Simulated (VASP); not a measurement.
# OsI (Pm-3m) in VASP: notebook

Runs on OsI. Level: PBE+U. Tasks: single point.

Program: VASP 6.6.1. These are calculated values, not measurements. Logs are shortened: lines on timing, memory, paths and dates and some standing lists are left out, and cuts for length are marked.

**1. The cell of the first run**

The structure is cubic, space group Pm-3m (No. 221). The conventional cell has a = 3.840 Å, b = 3.840 Å, c = 3.840 Å, α = 90.00°, β = 90.00°, γ = 90.00°. Os (site symmetry m-3m) has 8 I at 3.33 Å and 6 Os at 3.84 Å within 4.4 Å. I (site symmetry m-3m) has 8 Os at 3.33 Å and 6 I at 3.84 Å within 4.4 Å.

**2. Single point, PBE+U**

INCAR reads:

```
ALGO     = Normal         # electronic algorithm
EDIFF    = 1E-6           # SCF threshold, eV
ENCUT    = 520            # plane-wave cutoff, eV
GGA      = PE             # functional
ISIF     = 2              # what is computed and relaxed
ISMEAR   = 0              # smearing method
LASPH    = T              # aspherical terms in the spheres
LCHARG   = F              # write CHGCAR
LDAU     = T              # DFT+U
LDAUJ    = 0 0          
LDAUL    = 2 -1           # shell
LDAUPRINT= 1            
LDAUTYPE = 2            
LDAUU    = 6.2 0          # U, eV
LMAXMIX  = 4              # l up to which the mixer works
LREAL    = F              # projectors in reciprocal space
LWAVE    = F              # write WAVECAR
NBANDS   = 14             # bands
NELM     = 150            # most SCF steps
PREC     = Accurate       # precision mode
SIGMA    = 0.1            # smearing width, eV
```

KPOINTS reads:

```
k-points
0
Gamma
  6 6 6
```

POSCAR reads:

```
OsI
1.0
    3.8404660000      0.0000000000      0.0000000000
    0.0000000000      3.8404660000      0.0000000000
    0.0000000000      0.0000000000      3.8404660000
Os I
1 1
Direct
    0.5000000000      0.5000000000      0.5000000000
    0.0000000000      0.0000000000      0.0000000000
```

Potentials or basis: VASP PAW PBE potentials, release 64 (Os, I).

Launch:

```console
> cat potpaw_PBE.64/Os/POTCAR potpaw_PBE.64/I/POTCAR > POTCAR
> mpirun -np 1 vasp_std > vasp.out
```

OUTCAR:

```text
EDIFF = 1E-6
   ENCUT = 520
   GGA = PE
   ISIF = 2
   ISMEAR = 0
   LASPH = T
   LREAL = F
   NELM = 150
   PREC = Accurate

 ion  position               nearest neighbor table
   1  0.500  0.500  0.500-   2 3.33   2 3.33   2 3.33   2 3.33   2 3.33   2 3.33   2 3.33   2 3.33

   2  0.000  0.000  0.000-   1 3.33   1 3.33   1 3.33   1 3.33   1 3.33   1 3.33   1 3.33   1 3.33

  LATTYP: Found a simple cubic cell.
 ALAT       =     3.8404660000

  Lattice vectors:

 A1 = (   3.8404660000,   0.0000000000,   0.0000000000)
 A2 = (   0.0000000000,   3.8404660000,   0.0000000000)
 A3 = (   0.0000000000,   0.0000000000,   3.8404660000)

Analysis of symmetry for initial positions (statically):
=====================================================================
 Subroutine PRICEL returns:
 Original cell was already a primitive cell.

 Routine SETGRP: Setting up the symmetry group for a
 simple cubic supercell.

 Subroutine GETGRP returns: Found 48 space group operations
 (whereof 48 operations were pure point group operations)
 out of a pool of 48 trial point group operations.

The static configuration has the point symmetry O_h .

Analysis of symmetry for dynamics (positions and initial velocities):
=====================================================================
 Subroutine PRICEL returns:
 Original cell was already a primitive cell.

 Routine SETGRP: Setting up the symmetry group for a
 simple cubic supercell.

 Subroutine GETGRP returns: Found 48 space group operations
 (whereof 48 operations were pure point group operations)
 out of a pool of 48 trial point group operations.

The dynamic configuration has the point symmetry O_h .

 Subroutine INISYM returns: Found 48 space group operations
 (whereof 48 operations are pure point group operations),
 and found     1 'primitive' translations

----------------------------------------------------------------------------------------

[... 151 lines left out ...]

  o =  0.6423  v =  0.0000  0.0000  0.0444 -0.0000  0.9990  0.0000  0.0000  0.0000  0.0000  0.0000      0.0000  0.0000  0.0000  0.0000  0.0000  0.0000  0.0000  0.0000  0.0000  0.0000
  o =  0.6423  v =  0.0000  0.0000  0.0000  0.0000  0.0000  0.0000  0.0000  0.0444 -0.0000  0.9990      0.0000  0.0000  0.0000  0.0000  0.0000  0.0000  0.0000  0.0000  0.0000  0.0000
  o =  0.6423  v =  0.0000  0.0000  0.9990  0.0000 -0.0444  0.0000  0.0000  0.0000  0.0000  0.0000      0.0000  0.0000  0.0000  0.0000  0.0000  0.0000  0.0000  0.0000  0.0000  0.0000
  o =  0.6423  v =  0.0000  0.0000  0.0000  0.0000  0.0000  0.0000  0.0000  0.9990  0.0000 -0.0444      0.0000  0.0000  0.0000  0.0000  0.0000  0.0000  0.0000  0.0000  0.0000  0.0000
  o =  0.6470  v =  0.0000  0.0000  0.0000  0.0000  0.0000  0.0000  0.5467 -0.0000  0.8373  0.0000      0.0000  0.0000  0.0000  0.0000  0.0000  0.0000  0.0000  0.0000  0.0000  0.0000
  o =  0.6470  v =  0.0000  0.5467 -0.0000  0.8373  0.0000  0.0000  0.0000  0.0000  0.0000  0.0000      0.0000  0.0000  0.0000  0.0000  0.0000  0.0000  0.0000  0.0000  0.0000  0.0000
  o =  0.6470  v =  0.0000  0.0000  0.0000  0.0000  0.0000  0.0000  0.8373 -0.0000 -0.5467 -0.0000      0.0000  0.0000  0.0000  0.0000  0.0000  0.0000  0.0000  0.0000  0.0000  0.0000
  o =  0.6470  v =  1.0000  0.0000  0.0000  0.0000  0.0000  0.0000  0.0000  0.0000  0.0000  0.0000      0.0000  0.0000  0.0000  0.0000  0.0000  0.0000  0.0000  0.0000  0.0000  0.0000
  o =  0.6470  v =  0.0000  0.0000  0.0000  0.0000  0.0000  1.0000  0.0000  0.0000  0.0000  0.0000      0.0000  0.0000  0.0000  0.0000  0.0000  0.0000  0.0000  0.0000  0.0000  0.0000
  o =  0.6470  v =  0.0000  0.8373 -0.0000 -0.5467 -0.0000  0.0000  0.0000  0.0000  0.0000  0.0000      0.0000  0.0000  0.0000  0.0000  0.0000  0.0000  0.0000  0.0000  0.0000  0.0000

 number of electron      14.9999998 magnetization

 Free energy of the ion-electron system (eV)
  ---------------------------------------------------
  ext. energy  EPLUGINS =         0.00000000
  ---------------------------------------------------
  free energy    TOTEN  =        -0.17896349 eV

  energy without entropy =       -0.15391294  energy(sigma->0) =       -0.16643822

 E-fermi :   4.9354     XC(G=0): -10.1434

 val. band max:        4.8410194546   @ k =   0.3333   0.1667   0.1667
 cond. band min:       4.9400777141   @ k =   0.5000   0.1667   0.0000
 fundamental gap:      0.0990582594
 Fermi energy:         4.9353655155

 k-point     1 :       0.0000    0.0000    0.0000
  band No.  band energies     occupation
      1      -9.1937      2.00000
      2       2.6422      2.00000
      3       2.6422      2.00000
      4       2.6422      2.00000
      5       3.1152      2.00000
      6       3.1152      2.00000
      7       3.8471      2.00000
      8       4.4653      2.00000
      9       4.4653      2.00000
     10       4.4653      2.00000
     11      11.6224      0.00000
     12      11.6224      0.00000
     13      15.4274      0.00000
     14      15.4274      0.00000
[... 309 lines left out ...]
      1      -7.8755      2.00000
      2       0.0425      2.00000
      3       0.0425      2.00000
      4       0.0425      2.00000
      5       5.1152      0.01096
      6       5.1152      0.01096
      7       5.9885      0.00000
      8       5.9885      0.00000
      9       5.9885      0.00000
     10       7.1478      0.00000
     11       7.1478      0.00000
     12       7.1478      0.00000
     13       7.1546      0.00000
     14      20.1385      0.00000

------------------------ aborting loop because EDIFF is reached ----------------------------------------

  FORCE on cell =-STRESS in cart. coord.  units (eV):
  Direction    XX          YY          ZZ          XY          YZ          ZX
  --------------------------------------------------------------------------------------
  -------------------------------------------------------------------------------------
  Total       -6.9212721     -6.9212721     -6.9212721      0.0000000      0.0000000     -0.0000000
  in kB     -195.7693642   -195.7693642   -195.7693642      0.0000000      0.0000000     -0.0000000
  external PRESSURE =    -195.7693642 kB  Pullay stress =       0.0000000 kB

 VOLUME and BASIS-vectors are now :
 -----------------------------------------------------------------------------
  energy-cutoff  :      520.00
  volume of cell :       56.64
      direct lattice vectors                 reciprocal lattice vectors
     3.840466000  0.000000000  0.000000000     0.260385068  0.000000000  0.000000000
     0.000000000  3.840466000  0.000000000     0.000000000  0.260385068  0.000000000
     0.000000000  0.000000000  3.840466000     0.000000000  0.000000000  0.260385068

 POSITION                                       TOTAL-FORCE (eV/Angst)
 -----------------------------------------------------------------------------------
      1.92023      1.92023      1.92023         0.000000      0.000000      0.000000
      0.00000      0.00000      0.00000         0.000000      0.000000      0.000000
 -----------------------------------------------------------------------------------
    total drift:                                0.000000      0.000000      0.000000

  FREE ENERGIE OF THE ION-ELECTRON SYSTEM (eV)
  ---------------------------------------------------
  free  energy   TOTEN  =        -0.1789634873 eV

  energy  without entropy=       -0.1539129437  energy(sigma->0) =       -0.16643822
```

OSZICAR:

```text
N       E                     dE             d eps       ncg     rms          rms(c)
DAV:   1     0.690295871929E+02    0.69030E+02   -0.56099E+03   560   0.856E+02
DAV:   2     0.408650868613E+01   -0.64943E+02   -0.56006E+02   656   0.196E+02
DAV:   3    -0.207487056004E+00   -0.42940E+01   -0.40693E+01   704   0.431E+01
DAV:   4    -0.249852493445E+00   -0.42365E-01   -0.42299E-01   626   0.528E+00
DAV:   5    -0.250436705041E+00   -0.58421E-03   -0.58412E-03   722   0.659E-01    0.913E+00
DAV:   6    -0.170065367790E+00    0.80371E-01   -0.11027E-01   584   0.199E+00    0.563E+00
DAV:   7    -0.178498732815E+00   -0.84334E-02   -0.14533E-01   614   0.235E+00    0.125E+00
DAV:   8    -0.179451990321E+00   -0.95326E-03   -0.15812E-02   620   0.144E+00    0.947E-01
DAV:   9    -0.186127960750E+00   -0.66760E-02   -0.20542E-02   584   0.129E+00    0.626E-01
DAV:  10    -0.188919340046E+00   -0.27914E-02   -0.14680E-03   602   0.284E-01    0.615E-01
DAV:  11    -0.181116682794E+00    0.78027E-02   -0.15253E-02   572   0.888E-01    0.473E-01
DAV:  12    -0.178892483855E+00    0.22242E-02   -0.14820E-02   572   0.974E-01    0.222E-01
DAV:  13    -0.178985481304E+00   -0.92997E-04   -0.72160E-04   590   0.277E-01    0.950E-02
DAV:  14    -0.178963828126E+00    0.21653E-04   -0.15290E-04   572   0.971E-02    0.114E-02
DAV:  15    -0.178963487323E+00    0.34080E-06   -0.27345E-06   626   0.147E-02
   1 F= -.17896349E+00 E0= -.16643822E+00  d E =-.250505E-01
```

It took 9.1 s on 1 thread of Intel Xeon Platinum 8559C (Emerald Rapids), shared host; peak memory 0.17 GiB.

What came out:

- Free energy: -0.1790 eV
- Pressure: -19.6 GPa
- Band gap on the k mesh: zero (an odd number of electrons rules out a gap without spin polarisation)

Eigenvalues of the final occupation matrices:
```tsv
site	spin	trace	eigenvalues
site 1 d	1	3.23	0.64 0.64 0.65 0.65 0.65
site 1 d	2	3.23	0.64 0.64 0.65 0.65 0.65
```

Caveat: the cell stands under tension; spin-orbit coupling is left out, which moves the levels of the heavy elements; an odd number of electrons without spin polarisation forces a metal; a magnetic or distorted state may lie lower; U without spin polarisation on a metal has little footing.

**3. Single point, PBE+U**

INCAR reads:

```
PREC = Accurate ; ENCUT = 520
EDIFF = 1E-6 ; ISMEAR = 0
SIGMA = 0.1 ; LREAL = False
LASPH = True ; NELM = 150
ALGO = Normal ; ISIF = 2
LWAVE = False ; LCHARG = False
LMAXMIX = 4 ; LDAU = True
LDAUTYPE = 2 ; LDAUL = 2 -1
LDAUU = 6.2 0 ; LDAUJ = 0 0
LDAUPRINT = 1 ; GGA = PE
NBANDS = 14
```

KPOINTS reads:

```
Automatic mesh
0
Gamma
  8 8 8
```

POSCAR is that of step 2.

Potentials or basis: VASP PAW PBE potentials, release 64 (Os, I).

Launch:

```console
> cat potpaw_PBE.64/Os/POTCAR potpaw_PBE.64/I/POTCAR > POTCAR
> mpirun -np 1 vasp_std > vasp.out
```

OUTCAR:

```text
PREC = Accurate
   ENCUT = 520
   EDIFF = 1E-6
   ISMEAR = 0
   LREAL = False
   LASPH = True
   NELM = 150
   ISIF = 2
   GGA = PE

 ion  position               nearest neighbor table
   1  0.500  0.500  0.500-   2 3.33   2 3.33   2 3.33   2 3.33   2 3.33   2 3.33   2 3.33   2 3.33

   2  0.000  0.000  0.000-   1 3.33   1 3.33   1 3.33   1 3.33   1 3.33   1 3.33   1 3.33   1 3.33

  LATTYP: Found a simple cubic cell.
 ALAT       =     3.8404660000

  Lattice vectors:

[... 633 lines left out ...]
------------------------ aborting loop because EDIFF is reached ----------------------------------------

  FORCE on cell =-STRESS in cart. coord.  units (eV):
  Direction    XX          YY          ZZ          XY          YZ          ZX
  --------------------------------------------------------------------------------------
  -------------------------------------------------------------------------------------
  Total       -6.9708700     -6.9708700     -6.9708700     -0.0000000      0.0000000     -0.0000000
  in kB     -197.1722510   -197.1722510   -197.1722510     -0.0000000      0.0000000     -0.0000000
  external PRESSURE =    -197.1722510 kB  Pullay stress =       0.0000000 kB

 VOLUME and BASIS-vectors are now :
 -----------------------------------------------------------------------------
  energy-cutoff  :      520.00
  volume of cell :       56.64
      direct lattice vectors                 reciprocal lattice vectors
     3.840466000  0.000000000  0.000000000     0.260385068  0.000000000  0.000000000
     0.000000000  3.840466000  0.000000000     0.000000000  0.260385068  0.000000000
     0.000000000  0.000000000  3.840466000     0.000000000  0.000000000  0.260385068

 POSITION                                       TOTAL-FORCE (eV/Angst)
 -----------------------------------------------------------------------------------
      1.92023      1.92023      1.92023         0.000000      0.000000      0.000000
      0.00000      0.00000      0.00000         0.000000      0.000000      0.000000
 -----------------------------------------------------------------------------------
    total drift:                                0.000000      0.000000      0.000000

  FREE ENERGIE OF THE ION-ELECTRON SYSTEM (eV)
  ---------------------------------------------------
  free  energy   TOTEN  =        -0.1862271819 eV

  energy  without entropy=       -0.1644969558  energy(sigma->0) =       -0.17536207
```

Run time: 17 s. Hardware: 1 thread of Intel Xeon Platinum 8559C (Emerald Rapids), shared host; peak memory 0.18 GiB.

Results:

- Free energy: -0.1862 eV
- Pressure: -19.7 GPa
- Band gap on the k mesh: zero (an odd number of electrons rules out a gap without spin polarisation)

Eigenvalues of the final occupation matrices:
| site | spin | trace | eigenvalues |
| --- | --- | --- | --- |
| site 1 d | 1 | 3.22 | 0.64 0.64 0.65 0.65 0.65 |
| site 1 d | 2 | 3.22 | 0.64 0.64 0.65 0.65 0.65 |

Caveat: the cell stands under tension; spin-orbit coupling is left out, which moves the levels of the heavy elements; an odd number of electrons without spin polarisation forces a metal; a magnetic or distorted state may lie lower; U without spin polarisation on a metal has little footing.

(Continued in part 2 of 2.)

The gap in the log of VASP goes by the Fermi energy; the results here count the filled bands.